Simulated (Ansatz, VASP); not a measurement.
**Two plane-wave programs on Al3B2As**

```
Al B As
1.0
     5.47357   -1.93486    0.00000
     5.47357    1.93486    0.00000
    -0.17784    0.00000    3.87021
Al B As
3 2 1
Direct
  0.66286 0.82827 0.75315
  0.69687 0.30313 0.50000
  0.17173 0.33714 0.24685
  0.56804 0.72787 0.24613
  0.27213 0.43196 0.75387
  0.12846 0.87154 0.00000
```

Change from the starting cell: the structure that the rattled cell fell into.

Alike in both runs: task single point; functional PBE; k mesh 6 × 6 × 4; occupations gaussian, width 0.1 eV; no spin polarisation.

```csv
,VASP,Ansatz
version,VASP 6.6.1,Ansatz 0.2.0
potentials or method,"VASP PAW PBE potentials, release 64 (Al, B, As), cutoff 520 eV","scalar-relativistic, plane waves, PAW"
valence electrons in the cell,20,30
```

VASP gave:

* gap on the k mesh at the Fermi level (eV): 0.59
* least direct gap on the mesh (eV): 1.00
* pressure (GPa): 0.3
* traceless stress, the component that is largest in VASP (GPa): -0.23
* rms of the force components (eV/Å): 0.024

Which values does Ansatz return?

gap on the k mesh at the Fermi level (eV): 0.59; least direct gap on the mesh (eV): 1.00; pressure (GPa): 0.2; traceless stress, the component that is largest in VASP (GPa): -0.31; rms of the force components (eV/Å): 0.025.

Atom by atom the forces differ by 0.010 eV/Å (rms over components). VASP's potentials hold 20 valence electrons a cell and Ansatz's 30, so a difference there can come from the potentials and not from the codes.
